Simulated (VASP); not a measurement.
Wanted: the native input for a VASP 6.6.1 run.

* Task: single point
* Functional: HSE06
* Potentials or basis: VASP PAW PBE potentials, release 64 (B, N)
* Cutoff: 520 eV
* k mesh: 4 × 4 × 4
* Occupations: fermi-dirac, width 0.05 eV
* Spin: no spin polarisation
* Dipole correction: no
* Grid for exact exchange (PRECFOCK): Normal
* Further INCAR settings: ALGO = Normal; EDIFF = 1e-06; NBANDS = 11
* Screening parameter: 0.2079 1/Å

Crystal: BN (zinc blende type).

```
B N
1.0
     0.00000    1.76525    1.76525
     1.76525    0.00000    1.76525
     1.76525    1.76525    0.00000
B N
1 1
Direct
  0.00000 0.00000 0.00000
  0.25000 0.25000 0.25000
```

One way to write it, as run:

POSCAR

```
BN
1.0
    0.0000000000      1.7652487196      1.7652487196
    1.7652487196      0.0000000000      1.7652487196
    1.7652487196      1.7652487196      0.0000000000
B N
1 1
Direct
    0.0000000000      0.0000000000      0.0000000000
    0.2500000000      0.2500000000      0.2500000000
```

INCAR.step1

```
  PREC = Accurate
  ENCUT = 520
  EDIFF = 1E-5
  ISMEAR = -1
  SIGMA = 0.05
  LREAL = False
  LASPH = True
  NELM = 60
  ALGO = Normal
  ISIF = 2
  LWAVE = True
  NBANDS = 11
  GGA = PE
```

INCAR.step2

```
  PREC = Accurate
  ENCUT = 520
  EDIFF = 1E-6
  ISMEAR = -1
  SIGMA = 0.05
  LREAL = False
  LASPH = True
  NELM = 60
  ALGO = Normal
  ISIF = 2
  LWAVE = False
  LCHARG = True
  GGA = PE
  LHFCALC = True
  HFSCREEN = 0.2079
  PRECFOCK = Normal
  LELF = True
  LVHAR = True
  NBANDS = 11
  ISTART = 1
```

KPOINTS

```
Automatic mesh
0
Gamma
  4 4 4
```

Potentials or basis: VASP PAW PBE potentials, release 64 (B, N).

Command:

```console
$ cat potpaw_PBE.64/B/POTCAR potpaw_PBE.64/N/POTCAR > POTCAR
$ cp INCAR.step1 INCAR
$ mpirun -np 1 vasp_std > vasp.out
$ cp INCAR.step2 INCAR
$ mpirun -np 1 vasp_std > vasp.out
```

It gave:

The pressure is 26.0 GPa and the band gap on the k mesh is 5.89 eV, indirect (least direct gap 10.94 eV).

Caveat: the k points lie up to 0.77 Å⁻¹ apart; the PAW data sets were made with another functional, which shifts forces and pressure a little.

It took 18 s on 1 thread of Intel(R) Xeon(R) Platinum 8488C (Sapphire Rapids) (shared host), peak memory 0.21 GiB.
